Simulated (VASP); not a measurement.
# Hf (I4_1/amd) in VASP: a series of runs, part 2 of 2

VASP 6.6.1. Earlier steps stand in the parts before.

### 4 Single point, PBE (volume scaled by 0.55)

The input, INCAR:

```
SYSTEM = Hf
ALGO = Normal
EDIFF = 1E-6
ENCUT = 520
GGA = PE
ISIF = 2
ISMEAR = -1
LASPH = .TRUE.
LCHARG = .TRUE.
LELF = .TRUE.
LREAL = .FALSE.
LVHAR = .TRUE.
LWAVE = .FALSE.
NBANDS = 17
NELM = 60
PREC = Accurate
SIGMA = 0.05
```

The input, KPOINTS:

```
k-points
0
G
  14 14 14
  0 0 0
```

The input, POSCAR:

```
Hf
1.0
   -2.2677581040      2.2677581040      1.2465941171
    2.2677581040     -2.2677581040      1.2465941171
    2.2677581040      2.2677581040     -1.2465941171
Hf
2
Direct
   -0.3750000000     -0.1250000000     -0.2500000000
    0.3750000000      0.1250000000      0.2500000000
```

Potentials or basis: VASP PAW PBE potentials, release 64 (Hf_pv).

On the command line:

```sh
$ cat potpaw_PBE.64/Hf_pv/POTCAR > POTCAR
$ mpirun -np 1 vasp_std > vasp.out
```

OUTCAR:

```text
SYSTEM = Hf
   EDIFF = 1E-6
   ENCUT = 520
   GGA = PE
   ISIF = 2
   ISMEAR = -1
   LASPH = .TRUE.
   LREAL = .FALSE.
   NELM = 60
   PREC = Accurate

 ion  position               nearest neighbor table
   1  0.625  0.875  0.750-   2 2.35   2 2.35   2 2.35   2 2.35   2 2.94   2 2.94   2 2.94   2 2.94
                             2 3.85   2 3.85
   2  0.375  0.125  0.250-   1 2.35   1 2.35   1 2.35   1 2.35   1 2.94   1 2.94   1 2.94   1 2.94
                             1 3.85   1 3.85

  LATTYP: Found a body centered tetragonal cell.
 ALAT       =     4.5355162080
 C/A-ratio  =     0.5497033016

  Lattice vectors:

 A1 = (  -2.2677581040,   2.2677581040,   1.2465941171)
 A2 = (   2.2677581040,  -2.2677581040,   1.2465941171)
 A3 = (   2.2677581040,   2.2677581040,  -1.2465941171)

Analysis of symmetry for initial positions (statically):
=====================================================================
 Subroutine PRICEL returns:
 Original cell was already a primitive cell.

 Routine SETGRP: Setting up the symmetry group for a
 body centered tetragonal supercell.

[... 162 lines left out ...]
  ext. energy  EPLUGINS =         0.00000000
  ---------------------------------------------------
  free energy    TOTEN  =       -12.35312434 eV

  energy without entropy =      -12.34287601  energy(sigma->0) =      -12.34800018

 E-fermi :   8.9368     XC(G=0): -14.0686

 val. band max:        8.9302272891   @ k =  -0.1429   0.3571   0.0714
 cond. band min:       8.9385373676   @ k =  -0.1429   0.2857   0.1429
 fundamental gap:      0.0083100785
 Fermi energy:         8.9368259405

 k-point     1 :       0.0000    0.0000    0.0000
  band No.  band energies     occupation
      1     -22.8783      2.00000
      2     -22.8783      2.00000
      3     -18.9722      2.00000
      4     -18.9173      2.00000
      5     -18.8228      2.00000
      6     -18.8228      2.00000
[... 457 lines left out ...]
      4     -21.3410      2.00000
      5     -19.3079      2.00000
      6     -18.8424      2.00000
[... 9 lines left out ...]
     16      20.1689      0.00000
     17      22.3722      0.00000

 [... further k-points ...]
[... 5 lines left out ...]
  --------------------------------------------------------------------------------------
  -------------------------------------------------------------------------------------
  Total       24.8122551     24.8122551     25.0320481      0.0000000      0.0000000      0.0000000
  in kB     1550.2377191   1550.2377191   1563.9701031      0.0000000      0.0000000      0.0000000
  external PRESSURE =    1554.8151805 kB  Pullay stress =       0.0000000 kB

 VOLUME and BASIS-vectors are now :
 -----------------------------------------------------------------------------
  energy-cutoff  :      520.00
  volume of cell :       25.64
      direct lattice vectors                 reciprocal lattice vectors
    -2.267758104  2.267758104  1.246594117     0.000000000  0.220482070  0.401092860
     2.267758104 -2.267758104  1.246594117     0.220482070  0.000000000  0.401092860
     2.267758104  2.267758104 -1.246594117     0.220482070  0.220482070  0.000000000

 POSITION                                       TOTAL-FORCE (eV/Angst)
 -----------------------------------------------------------------------------------
      2.26776      1.13388      0.93495        -0.000000      0.000000      0.000000
      0.00000      1.13388      0.31165         0.000000     -0.000000     -0.000000
 -----------------------------------------------------------------------------------
    total drift:                                0.000000      0.000000     -0.000000

  FREE ENERGIE OF THE ION-ELECTRON SYSTEM (eV)
  ---------------------------------------------------
  free  energy   TOTEN  =       -12.3531243361 eV

  energy  without entropy=      -12.3428760141  energy(sigma->0) =      -12.34800018
```

Run time: 42 s. Hardware: 1 thread of Intel Xeon 6975P-C (Granite Rapids), shared host; peak memory 0.23 GiB.

Results:

```yaml
Free_energy: -12.3531 eV
Pressure: 155.5 GPa
Band_gap_on_the_k_mesh: zero (band 10 reaches 10.00 eV, above the bottom of band 11 at 7.38 eV)
```

Levels at points of the mesh, in eV from the Fermi level:
```
           k point  band 7  band 8  band 9  band 10  band 11  band 12  band 13  band 14
(0.00, 0.00, 0.00)   -7.75   -6.93   -2.64    -1.94    -0.51     5.05     5.05     5.61
(0.50, 0.00, 0.00)   -5.14   -4.71   -2.27    -0.04     1.85     3.43     4.30     5.25
(0.50, 0.50, 0.00)   -3.86   -3.86   -1.30    -1.30     2.32     2.32     4.51     4.51
(0.50, 0.50, 0.50)   -3.82   -3.82   -0.03    -0.03     2.74     2.74     4.88     4.88
```

Caveat: the cell differs from its parent crystal (volume scaled by 0.55); spin-orbit coupling is left out, which moves the levels of the heavy elements.

### 5 Single point, PBE

This run uses another cell than the first one, of 15.15 Å³/atom, 1.444 times its volume.

The input, INCAR:

```
PREC = Accurate
ENCUT = 520
EDIFF = 1E-7
ISMEAR = -1
SIGMA = 0.05
LREAL = F
LASPH = T
NELM = 80
ALGO = Normal
ISIF = 2
LWAVE = F
LCHARG = F
GGA = PE
NBANDS = 17
```

The input, KPOINTS:

```
Automatic mesh
0
Gamma
  14 14 14
```

The input, POSCAR:

```
Hf
1.0
   -2.3975706737      2.3975706737      1.3180332301
    2.3975706737     -2.3975706737      1.3180332301
    2.3975706737      2.3975706737     -1.3180332301
Hf
2
Direct
   -0.3750000000     -0.1250000000     -0.2500000000
    0.3750000000      0.1250000000      0.2500000000
```

On the command line:

```sh
$ cat potpaw_PBE.64/Hf_pv/POTCAR > POTCAR
$ mpirun -np 1 vasp_std > vasp.out
```

Wall time 62 s (1 thread of Intel Xeon 6975P-C (Granite Rapids), shared host); peak memory 0.23 GiB.

The run converged. Its results:

```
Free energy            : -15.6577 eV
Pressure               : 80.1 GPa
Band gap on the k mesh : zero (band 10 reaches 7.88 eV, above the bottom of band 11 at 6.23 eV)
```

Stress tensor (GPa, compression positive):
```
79.89  0.00  0.00
 0.00 79.89  0.00
 0.00  0.00 80.52
```

Levels at points of the mesh, in eV from the Fermi level:
```
           k point  band 6  band 7  band 8  band 9  band 10  band 11  band 12  band 13  band 14  band 15
(0.00, 0.00, 0.00)  -28.35   -7.64   -5.45   -1.98    -1.50    -0.09     4.80     4.80     5.18     5.18
(0.50, 0.00, 0.00)  -28.22   -4.08   -3.97   -1.74    -0.15     1.99     2.89     2.95     4.92     7.78
(0.50, 0.50, 0.00)  -28.26   -3.74   -3.74   -1.01    -1.01     1.81     1.81     3.61     3.61     7.30
(0.50, 0.50, 0.50)  -27.97   -3.63   -3.63    0.12     0.12     1.83     1.83     4.49     4.49     6.55
```

Caveat: spin-orbit coupling is left out, which moves the levels of the heavy elements.

### 6 Single point, PBE

The input, INCAR:

```
SYSTEM = Hf
PREC = Accurate
ENCUT = 520
EDIFF = 1E-7
ISMEAR = -1
SIGMA = 0.05
LREAL = .FALSE.
LASPH = .TRUE.
NELM = 100
ALGO = Normal
ISIF = 2
LWAVE = .FALSE.
LCHARG = .FALSE.
GGA = PE
NBANDS = 17
```

The input, KPOINTS:

```
Automatic mesh
0
G
  14 14 14
  0 0 0
```

POSCAR is that of step 5.

Potentials or basis: VASP PAW PBE potentials, release 64 (Hf_pv).

On the command line:

```sh
$ cat potpaw_PBE.64/Hf_pv/POTCAR > POTCAR
$ mpirun -np 1 vasp_std > vasp.out
```

Wall time 65 s (1 thread of Intel Xeon 6975P-C (Granite Rapids), shared host); peak memory 0.23 GiB.

It converged, with:

```
Free energy            : -15.6577 eV
Pressure               : 80.1 GPa
Band gap on the k mesh : zero (band 10 reaches 7.88 eV, above the bottom of band 11 at 6.23 eV)
```

Stress tensor (GPa, compression positive):
```
79.89  0.00  0.00
 0.00 79.89  0.00
 0.00  0.00 80.52
```

Levels at points of the mesh, in eV from the Fermi level:
```
           k point  band 6  band 7  band 8  band 9  band 10  band 11  band 12  band 13  band 14  band 15
(0.00, 0.00, 0.00)  -28.35   -7.64   -5.45   -1.98    -1.50    -0.09     4.80     4.80     5.18     5.18
(0.50, 0.00, 0.00)  -28.22   -4.08   -3.97   -1.74    -0.15     1.99     2.89     2.95     4.92     7.78
(0.50, 0.50, 0.00)  -28.26   -3.74   -3.74   -1.01    -1.01     1.81     1.81     3.61     3.61     7.30
(0.50, 0.50, 0.50)  -27.97   -3.63   -3.63    0.12     0.12     1.83     1.83     4.49     4.49     6.55
```

Caveat: spin-orbit coupling is left out, which moves the levels of the heavy elements.

### 7 The runs side by side

```csv
cell,gap on the mesh (eV),pressure (GPa)
"a = 3.220 Å, angles 97.5, 97.5, 137.6°, 2 atoms",none,316.9
"a = 3.441 Å, angles 97.5, 97.5, 137.5°, 2 atoms",none,155.5
"a = 3.638 Å, angles 97.5, 97.5, 137.5°, 2 atoms",none,80.1
```

Alike in all rows: task single point; level PBE; potentials or basis VASP PAW PBE potentials, release 64 (Hf_pv); no spin polarisation; k mesh 14 × 14 × 14; cutoff (eV) 520; smearing fermi-dirac 0.05 eV.

Caveats: spin-orbit coupling is left out, which moves the levels of the heavy elements.

Total energies depend on the potentials used, so only differences within one code and one set of settings carry meaning.
